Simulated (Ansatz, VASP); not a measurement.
## Sn: VASP beside Ansatz

File INCAR:

```
PREC     = Accurate       # precision mode
ENCUT    = 520            # plane-wave cutoff, eV
EDIFF    = 1E-8           # SCF threshold, eV
ISMEAR   = -1             # smearing method
SIGMA    = 0.03           # smearing width, eV
LREAL    = F              # projectors in reciprocal space
LASPH    = T              # aspherical terms in the spheres
NELM     = 80             # most SCF steps
ALGO     = Normal         # electronic algorithm
ISIF     = 2              # what is computed and relaxed
LWAVE    = F              # write WAVECAR
LCHARG   = F              # write CHGCAR
GGA      = PE             # functional
LEFG     = T            
NBANDS   = 21             # bands
```

File KPOINTS:

```
Automatic mesh
0
Gamma
  9 9 9
```

The input POSCAR:

```
Sn
1.0
    0.0000000000      3.2563828035      3.2563828035
    3.2563828035      0.0000000000      3.2563828035
    3.2563828035      3.2563828035      0.0000000000
Sn
2
Direct
    0.5000000000      0.5000000000      0.5000000000
    0.7500000000      0.7500000000      0.7500000000
```

Input for Ansatz:

```yaml
crystal:
  lattice:
    - [0.0, 3.2563828035, 3.2563828035]
    - [3.2563828035, 0.0, 3.2563828035]
    - [3.2563828035, 3.2563828035, 0.0]
  atoms:
    - { symbol: Sn, position: [0.5, 0.5, 0.5] }
    - { symbol: Sn, position: [0.75, 0.75, 0.75] }
kpoints:
  mp_grid: { grid: [9, 9, 9] }
scf:
  occupations: { method: fermi_dirac, width: 0.03 }
hamiltonian:
  xc: pbe
  pseudopotentials: { kind: paw }
output:
  forces: true
  stress: true
  eigenvalues: true
  efg: { contact_densities: true }
  write_density: true
  write_potential: true
  elf: true
  volumetric_format: npy
```

Change from the starting cell: volume scaled by 1.01, PAW files.

Alike in both runs: task electric field gradients; functional PBE; k mesh 9 × 9 × 9; occupations fermi-dirac, width 0.03 eV; no spin polarisation.

```csv
,VASP,Ansatz
version,VASP 6.6.1,Ansatz 0.2.0
potentials or method,"VASP PAW PBE potentials, release 64 (Sn_d)","PAW with Ansatz's default frozen-core files, scalar-relativistic"
plane-wave cutoff (eV),520,420
valence electrons in the cell,28,28
```

|  | VASP | Ansatz | Ansatz less VASP |
| --- | --- | --- | --- |
| pressure (GPa) | 2.6 | 2.7 | +0.06 |

With one functional, cell and mesh, what is left measures potentials, basis and numerics.
